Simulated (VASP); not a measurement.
# TaN (I4/mmm) in VASP: further runs

TaN is run at these levels: PBEsol; tasks: single point.

Everything below comes from runs of VASP 6.6.1. Logs are shortened: lines on timing, memory, paths and dates and some standing lists are left out, and cuts for length are marked.

## (1) The cell of the first run

The structure is tetragonal, space group I4/mmm (No. 139). The conventional cell has a = 3.159 Å, b = 3.159 Å, c = 4.140 Å, α = 90.00°, β = 90.00°, γ = 90.00°. Within 2.7 Å of Ta (site symmetry 4/mmm) lie 6 N at 2.07 to 2.23 Å. Within 2.7 Å of N (site symmetry 4/mmm) lie 6 Ta at 2.07 to 2.23 Å.

## (2) Single point, PBEsol (strain +0.025 along x and y, -0.050 along z)

INCAR reads:

```
PREC = Accurate
ENCUT = 520
EDIFF = 1E-7
ISMEAR = 0
SIGMA = 0.15
LREAL = False
LASPH = True
NELM = 60
ALGO = Normal
ISIF = 2
LWAVE = False
LCHARG = False
GGA = PS
NBANDS = 15
```

KPOINTS reads:

```
regular mesh
0
Gamma
  18 18 18
```

POSCAR reads:

```
TaN
1.0
    0.0000000000      2.2334750000      2.0700500000
    2.2334750000      0.0000000000      2.0700500000
    2.2334750000      2.2334750000      0.0000000000
Ta N
1 1
Direct
    0.5000000000      0.5000000000      0.5000000000
    0.0000000000      0.0000000000      0.0000000000
```

Potentials or basis: VASP PAW PBE potentials, release 64 (Ta_pv, N).

Command:

```console
$ cat potpaw_PBE.64/Ta_pv/POTCAR potpaw_PBE.64/N/POTCAR > POTCAR
$ mpirun -np 1 vasp_std > vasp.out
```

OUTCAR:

```text
PREC = Accurate
   ENCUT = 520
   EDIFF = 1E-7
   ISMEAR = 0
   LREAL = False
   LASPH = True
   NELM = 60
   ISIF = 2
   GGA = PS

 ion  position               nearest neighbor table
   1  0.500  0.500  0.500-   2 2.07   2 2.07   2 2.23   2 2.23   2 2.23   2 2.23
   2  0.000  0.000  0.000-   1 2.07   1 2.07   1 2.23   1 2.23   1 2.23   1 2.23

  LATTYP: Found a body centered tetragonal cell.
 ALAT       =     3.1586106362
 C/A-ratio  =     1.3107345212

  Lattice vectors:

 A1 = (   0.0000000000,  -2.2334750000,  -2.0700500000)
 A2 = (   0.0000000000,   2.2334750000,  -2.0700500000)
 A3 = (   2.2334750000,   0.0000000000,   2.0700500000)

Analysis of symmetry for initial positions (statically):
=====================================================================
 Subroutine PRICEL returns:
 Original cell was already a primitive cell.

 Routine SETGRP: Setting up the symmetry group for a
 body centered tetragonal supercell.

 Subroutine GETGRP returns: Found 16 space group operations
 (whereof 16 operations were pure point group operations)
 out of a pool of 16 trial point group operations.

The static configuration has the point symmetry D_4h.

Analysis of symmetry for dynamics (positions and initial velocities):
=====================================================================
 Subroutine PRICEL returns:
 Original cell was already a primitive cell.

 Routine SETGRP: Setting up the symmetry group for a
 body centered tetragonal supercell.

 Subroutine GETGRP returns: Found 16 space group operations
 (whereof 16 operations were pure point group operations)
 out of a pool of 16 trial point group operations.

The dynamic configuration has the point symmetry D_4h.

 Subroutine INISYM returns: Found 16 space group operations
 (whereof 16 operations are pure point group operations),
 and found     1 'primitive' translations

----------------------------------------------------------------------------------------

                                     Primitive cell

  volume of cell :      20.6525

  direct lattice vectors                    reciprocal lattice vectors
     0.000000000  2.233475000  2.070050000    -0.223866397  0.223866397  0.241540059
     2.233475000  0.000000000  2.070050000     0.223866397 -0.223866397  0.241540059
     2.233475000  2.233475000  0.000000000     0.223866397  0.223866397 -0.241540059

  length of vectors
     3.045245077  3.045245077  3.158610636     0.398213419  0.398213419  0.398213419

  position of ions in fractional coordinates (direct lattice)
     0.500000000  0.500000000  0.500000000
     0.000000000  0.000000000  0.000000000

  ion indices of the primitive-cell ions
   primitive index   ion index
                 1           1
                 2           2

----------------------------------------------------------------------------------------

 KPOINTS: regular mesh

Automatic generation of k-mesh.
 Grid dimensions read from file:
 generate k-points for:   18   18   18

 Generating k-lattice:

  Cartesian coordinates                     Fractional coordinates (reciprocal lattice)
    -0.012437022  0.012437022  0.013418892     0.055555556  0.000000000  0.000000000
     0.012437022 -0.012437022  0.013418892     0.000000000  0.055555556  0.000000000
     0.012437022  0.012437022 -0.013418892     0.000000000  0.000000000  0.055555556

  Length of vectors
     0.022122968  0.022122968  0.022122968

  Shift w.r.t. Gamma in fractional coordinates (k-lattice)
     0.000000000  0.000000000  0.000000000

 Subroutine IBZKPT returns following result:
 ===========================================

 Found    480 irreducible k-points:

 Following reciprocal coordinates:
            Coordinates               Weight
  0.000000  0.000000  0.000000      1.000000
  0.055556  0.000000  0.000000      8.000000
  0.111111  0.000000  0.000000      8.000000
  0.166667  0.000000  0.000000      8.000000
  0.222222  0.000000  0.000000      8.000000
  0.277778  0.000000  0.000000      8.000000
[... 16 lines left out ...]
 -0.277778  0.055556  0.000000      8.000000
 -0.222222  0.055556  0.000000      8.000000
 [... further k-points ...]
   k-points           NKPTS =    480   k-points in BZ     NKDIM =    480   number of bands    NBANDS=     15
   number of dos      NEDOS =    301   number of ions     NIONS =      2
   total plane-waves  NPLWV =  13824
   dimension x,y,z NGX =    24 NGY =   24 NGZ =   24
   dimension x,y,z NGXF=    48 NGYF=   48 NGZF=   48
   ions per type =               1   1
   NGX,Y,Z   is equivalent  to a cutoff of  13.10, 13.10, 12.63 a.u.
   NGXF,Y,Z  is equivalent  to a cutoff of  26.20, 26.20, 25.26 a.u.
 SYSTEM =  unknown system
   PREC   = accura    normal or accurate (medium, high low for compatibility)
   ISTART =      0    job   : 0-new  1-cont  2-samecut
   ICHARG =      2    charge: 1-file 2-atom 10-const
   ISPIN  =      1    spin polarized calculation?
   LNONCOLLINEAR =      F non collinear calculations
[... 57 lines left out ...]
 Fermi energy:         9.6960245880

 k-point     1 :       0.0000    0.0000    0.0000
  band No.  band energies     occupation
      1     -25.9135      2.00000
      2     -25.9135      2.00000
      3     -25.9098      2.00000
      4      -9.3693      2.00000
      5       5.6855      2.00000
      6       5.6855      2.00000
      7       6.1290      2.00000
      8       7.2309      2.00000
      9       7.2309      2.00000
     10       8.1592      2.00000
     11       9.1914      2.00000
     12       9.2563      1.99997
     13      12.6966      0.00000
     14      19.1672      0.00000
     15      22.1908      0.00000

 k-point     2 :       0.0556    0.0000    0.0000
  band No.  band energies     occupation
      1     -25.9442      2.00000
      2     -25.9180      2.00000
      3     -25.9124      2.00000
      4      -9.2870      2.00000
      5       5.2771      2.00000
      6       5.3706      2.00000
      7       5.7912      2.00000
      8       7.4066      2.00000
      9       7.4642      2.00000
     10       8.2449      2.00000
     11       9.5094      1.92145
     12       9.6057      1.60553
     13      12.9427      0.00000
     14      19.4122      0.00000
     15      22.1906      0.00000

 k-point     3 :       0.1111    0.0000    0.0000
  band No.  band energies     occupation
      1     -26.0357      2.00000
      2     -25.9308      2.00000
      3     -25.9157      2.00000
      4      -9.0478      2.00000
      5       4.4029      2.00000
      6       4.7261      2.00000
      7       5.1066      2.00000
      8       7.7825      2.00000
      9       7.8522      2.00000
     10       8.4268      2.00000
     11      10.3067      0.00000
     12      10.4510      0.00000
     13      13.5989      0.00000
     14      20.1020      0.00000
     15      22.1901      0.00000

 k-point     4 :       0.1667    0.0000    0.0000
  band No.  band energies     occupation
      1     -26.1728      2.00000
      2     -25.9504      2.00000
      3     -25.9206      2.00000
      4      -8.6724      2.00000
      5       3.3930      2.00000
      6       4.0339      2.00000
      7       4.3479      2.00000
      8       8.2667      2.00000
      9       8.2921      2.00000
     10       8.6982      2.00000
     11      11.3441      0.00000
     12      11.5005      0.00000
     13      14.4955      0.00000
     14      21.0883      0.00000
     15      22.1892      0.00000
[... 307 lines left out ...]
 k-point    22 :      -0.3333    0.0556    0.0000
  band No.  band energies     occupation
      1     -26.6796      2.00000
      2     -26.0228      2.00000
      3     -25.9773      2.00000
      4      -7.0282      2.00000
      5       0.3005      2.00000
      6       2.2541      2.00000
      7       2.7205      2.00000
      8       9.7619      0.53431
      9      10.3279      0.00000
     10      11.0373      0.00000
     11      14.7500      0.00000
     12      15.5102      0.00000
     13      16.3835      0.00000
     14      21.5192      0.00000
     15      22.2453      0.00000

 k-point    23 :      -0.2778    0.0556    0.0000
  band No.  band energies     occupation
      1     -26.5342      2.00000
      2     -25.9976      2.00000
      3     -25.9741      2.00000
      4      -7.5585      2.00000
      5       1.0719      2.00000
      6       2.6210      2.00000
      7       3.2488      2.00000
      8       9.1058      2.00000
      9       9.4982      1.93789
     10      10.5399      0.00000
     11      14.2103      0.00000
     12      14.5320      0.00000
     13      15.6013      0.00000
     14      21.9800      0.00000
     15      22.3019      0.00000

 k-point    24 :      -0.2222    0.0556    0.0000
  band No.  band energies     occupation
      1     -26.3710      2.00000
      2     -25.9717      2.00000
      3     -25.9678      2.00000
      4      -8.0837      2.00000
      5       1.9413      2.00000
      6       3.1017      2.00000
      7       3.8652      2.00000
      8       8.5990      2.00000
      9       8.7417      2.00000
     10       9.9889      0.00577
     11      13.2406      0.00000
     12      13.4329      0.00000
     13      14.7963      0.00000
     14      22.1430      0.00000
     15      22.3327      0.00000

 [... further k-points ...]
[... 5 lines left out ...]
  --------------------------------------------------------------------------------------
  -------------------------------------------------------------------------------------
  Total       -0.9654136     -0.9654136      6.4887737      0.0000000      0.0000000      0.0000000
  in kB      -74.8946844    -74.8946844    503.3849062      0.0000000      0.0000000      0.0000000
  external PRESSURE =     117.8651792 kB  Pullay stress =       0.0000000 kB

 VOLUME and BASIS-vectors are now :
 -----------------------------------------------------------------------------
  energy-cutoff  :      520.00
  volume of cell :       20.65
      direct lattice vectors                 reciprocal lattice vectors
     0.000000000  2.233475000  2.070050000    -0.223866397  0.223866397  0.241540059
     2.233475000  0.000000000  2.070050000     0.223866397 -0.223866397  0.241540059
     2.233475000  2.233475000  0.000000000     0.223866397  0.223866397 -0.241540059

 POSITION                                       TOTAL-FORCE (eV/Angst)
 -----------------------------------------------------------------------------------
      2.23347      2.23347      2.07005         0.000000      0.000000      0.000000
      0.00000      0.00000      0.00000         0.000000      0.000000      0.000000
 -----------------------------------------------------------------------------------
    total drift:                                0.000000     -0.000000      0.000000

  FREE ENERGIE OF THE ION-ELECTRON SYSTEM (eV)
  ---------------------------------------------------
  free  energy   TOTEN  =       -23.0248203245 eV

  energy  without entropy=      -23.0155952162  energy(sigma->0) =      -23.02020777
```

It took 3.1 min on 1 thread of Intel Xeon 8259CL, shared host; peak memory 0.27 GiB.

Results:

```yaml
Free_energy: -23.0248 eV
Pressure: 11.8 GPa
Band_gap_on_the_k_mesh: zero (bands 8 and 9 overlap by 4.21 eV)
```

Caveat: the cell differs from its parent crystal (strain +0.025 along x and y, -0.050 along z); the stress differs along the axes, from -7 to 50 GPa; the PAW data sets were made with another functional, which shifts forces and pressure a little; spin-orbit coupling is left out, which moves the levels of the heavy elements.

## (3) Single point, PBEsol (strain +0.025 along x and y, -0.025 along z)

INCAR reads:

```
SYSTEM = TaN
ALGO = Normal
EDIFF = 1E-6
ENCUT = 520
GGA = PS
ISIF = 2
ISMEAR = 0
LASPH = .True.
LCHARG = .False.
LREAL = .False.
LWAVE = .False.
NBANDS = 15
NELM = 100
PREC = Accurate
SIGMA = 0.15
```

KPOINTS reads:

```
k-points
0
Gamma
  18 18 18
  0 0 0
```

POSCAR reads:

```
TaN
1.0
    0.0000000000      2.2334750000      2.1245250000
    2.2334750000      0.0000000000      2.1245250000
    2.2334750000      2.2334750000      0.0000000000
Ta N
1 1
Direct
    0.5000000000      0.5000000000      0.5000000000
    0.0000000000      0.0000000000      0.0000000000
```

Potentials or basis: VASP PAW PBE potentials, release 64 (Ta_pv, N).

Command:

```console
$ cat potpaw_PBE.64/Ta_pv/POTCAR potpaw_PBE.64/N/POTCAR > POTCAR
$ mpirun -np 1 vasp_std > vasp.out
```

Run time: 2.7 min. Hardware: 1 thread of Intel Xeon 8259CL, shared host; peak memory 0.27 GiB.

Results (log left out):

```yaml
Free_energy: -23.1446 eV
Pressure: -1.0 GPa
Band_gap_on_the_k_mesh: zero (bands 8 and 9 overlap by 3.99 eV)
```

Stress tensor (GPa, compression positive):
```
-12.15   0.00   0.00
  0.00 -12.15   0.00
  0.00   0.00  21.15
```

Levels at points of the mesh, in eV from the Fermi level:
| k point | band 6 | band 7 | band 8 | band 9 | band 10 | band 11 |
| --- | --- | --- | --- | --- | --- | --- |
| (0.00, 0.00, 0.00) | -3.88 | -3.63 | -2.31 | -2.31 | -1.72 | -0.32 |
| (0.50, 0.00, 0.00) | -7.64 | -7.63 | 1.68 | 2.15 | 2.16 | 3.79 |
| (0.50, 0.50, 0.00) | -5.58 | -4.79 | -4.79 | 2.16 | 3.58 | 3.58 |
| (0.50, 0.00, 0.50) | -5.47 | -4.63 | -4.41 | 1.92 | 3.26 | 3.87 |

Caveat: the cell differs from its parent crystal (strain +0.025 along x and y, -0.025 along z); the stress differs along the axes, from -12 to 21 GPa; the PAW data sets were made with another functional, which shifts forces and pressure a little; spin-orbit coupling is left out, which moves the levels of the heavy elements.

## (4) Single point, PBEsol (strain +0.050 along x and y, -0.025 along z)

INCAR reads:

```
PREC = Accurate ; ENCUT = 520
EDIFF = 1E-7 ; ISMEAR = 0
SIGMA = 0.15 ; LREAL = F
LASPH = T ; NELM = 80
ALGO = Normal ; ISIF = 2
LWAVE = F ; LCHARG = F
GGA = PS ; NBANDS = 15
```

KPOINTS reads:

```
regular mesh
0
Gamma
  18 18 18
```

POSCAR reads:

```
TaN
1.0
    0.0000000000      2.2879500000      2.1245250000
    2.2879500000      0.0000000000      2.1245250000
    2.2879500000      2.2879500000      0.0000000000
Ta N
1 1
Direct
    0.5000000000      0.5000000000      0.5000000000
    0.0000000000      0.0000000000      0.0000000000
```

Command:

```console
$ cat potpaw_PBE.64/Ta_pv/POTCAR potpaw_PBE.64/N/POTCAR > POTCAR
$ mpirun -np 1 vasp_std > vasp.out
```

Wall time 3.1 min (1 thread of Intel Xeon 8259CL, shared host); peak memory 0.27 GiB.

Results (log left out):

| Item | Value |
| --- | --- |
| Free energy | -23.0164 eV |
| Pressure | -13.6 GPa |
| Band gap on the k mesh | zero (bands 8 and 9 overlap by 3.79 eV) |

Stress tensor (GPa, compression positive):
```
-26.19   0.00   0.00
  0.00 -26.19   0.00
  0.00   0.00  11.57
```

Levels at points of the mesh, in eV from the Fermi level:
```tsv
k point	band 4	band 5	band 6	band 7	band 8	band 9	band 10	band 11	band 12	band 13
(0.00, 0.00, 0.00)	-18.44	-3.75	-3.75	-3.43	-2.22	-2.22	-1.39	-0.54	-0.45	2.39
(0.50, 0.00, 0.00)	-15.57	-10.02	-7.31	-7.30	1.46	2.11	2.16	3.62	6.27	7.53
(0.50, 0.50, 0.00)	-17.16	-5.97	-5.26	-4.73	-4.73	2.06	3.32	3.32	4.20	6.83
(0.50, 0.00, 0.50)	-17.23	-6.73	-5.09	-4.48	-4.21	1.60	2.90	3.70	4.39	6.36
```

Caveat: the cell differs from its parent crystal (strain +0.050 along x and y, -0.025 along z); the stress differs along the axes, from -26 to 12 GPa; the PAW data sets were made with another functional, which shifts forces and pressure a little; spin-orbit coupling is left out, which moves the levels of the heavy elements.

## (5) Single point, PBEsol (strain +0.050 along x and y, +0.000 along z)

INCAR reads:

```
SYSTEM = TaN
PREC = Accurate
ENCUT = 520
EDIFF = 1E-6
ISMEAR = 0
SIGMA = 0.15
LREAL = .False.
LASPH = .True.
NELM = 60
ALGO = Normal
ISIF = 2
LWAVE = .False.
LCHARG = .False.
GGA = PS
NBANDS = 15
```

KPOINTS reads:

```
regular mesh
0
Gamma
  18 18 18
  0 0 0
```

POSCAR reads:

```
TaN
1.0
    0.0000000000      2.2879500000      2.1790000000
    2.2879500000      0.0000000000      2.1790000000
    2.2879500000      2.2879500000      0.0000000000
Ta N
1 1
Direct
    0.5000000000      0.5000000000      0.5000000000
    0.0000000000      0.0000000000      0.0000000000
```

Command:

```console
$ cat potpaw_PBE.64/Ta_pv/POTCAR potpaw_PBE.64/N/POTCAR > POTCAR
$ mpirun -np 1 vasp_std > vasp.out
```

Wall time 2.6 min (1 thread of Intel Xeon 8259CL, shared host); peak memory 0.28 GiB.

Results (log left out):

* Free energy: -23.0208 eV
* Pressure: -22.8 GPa
* Band gap on the k mesh: zero (bands 8 and 9 overlap by 3.59 eV)

Stress tensor (GPa, compression positive):
```
-29.99   0.00   0.00
  0.00 -29.99   0.00
  0.00   0.00  -8.51
```

Levels at points of the mesh, in eV from the Fermi level:
```tsv
k point	band 4	band 5	band 6	band 7	band 8	band 9	band 10	band 11	band 12	band 13
(0.00, 0.00, 0.00)	-18.22	-3.64	-3.64	-3.46	-2.09	-2.09	-1.55	-0.29	-0.26	1.64
(0.50, 0.00, 0.00)	-15.53	-9.82	-7.09	-7.09	1.50	1.91	1.92	3.57	6.31	7.23
(0.50, 0.50, 0.00)	-16.95	-6.13	-5.07	-4.58	-4.58	1.93	3.20	3.20	3.92	6.30
(0.50, 0.00, 0.50)	-17.01	-6.59	-4.97	-4.41	-4.27	1.71	2.91	3.44	4.00	5.97
```

Caveat: the cell differs from its parent crystal (strain +0.050 along x and y, +0.000 along z); the stress differs along the axes, from -30 to -9 GPa; the PAW data sets were made with another functional, which shifts forces and pressure a little; spin-orbit coupling is left out, which moves the levels of the heavy elements.

## (6) Overview

| cell | gap on the mesh (eV) | pressure (GPa) |
| --- | --- | --- |
| a = 3.045, b = 3.045, c = 3.159 Å, angles 58.8, 58.8, 62.5°, 2 atoms | none | 11.8 |
| a = 3.083, b = 3.083, c = 3.159 Å, angles 59.2, 59.2, 61.6°, 2 atoms | none | -1.0 |
| a = 3.122, b = 3.122, c = 3.236 Å, angles 58.8, 58.8, 62.4°, 2 atoms | none | -13.6 |
| a = 3.160, b = 3.160, c = 3.236 Å, angles 59.2, 59.2, 61.6°, 2 atoms | none | -22.8 |

Alike in all rows: task single point; level PBEsol; potentials or basis VASP PAW PBE potentials, release 64 (Ta_pv, N); no spin polarisation; k mesh 18 × 18 × 18; cutoff (eV) 520; smearing gaussian 0.15 eV.

Caveats: the PAW data sets were made with another functional, which shifts forces and pressure a little; spin-orbit coupling is left out, which moves the levels of the heavy elements; the stress differs along the axes, from -7 to 50 GPa (at least some runs); the stress differs along the axes, from -12 to 21 GPa (at least some runs); the stress differs along the axes, from -26 to 12 GPa (at least some runs); the stress differs along the axes, from -30 to -9 GPa (at least some runs).

Absolute energies hang on the potentials; compare differences alone.
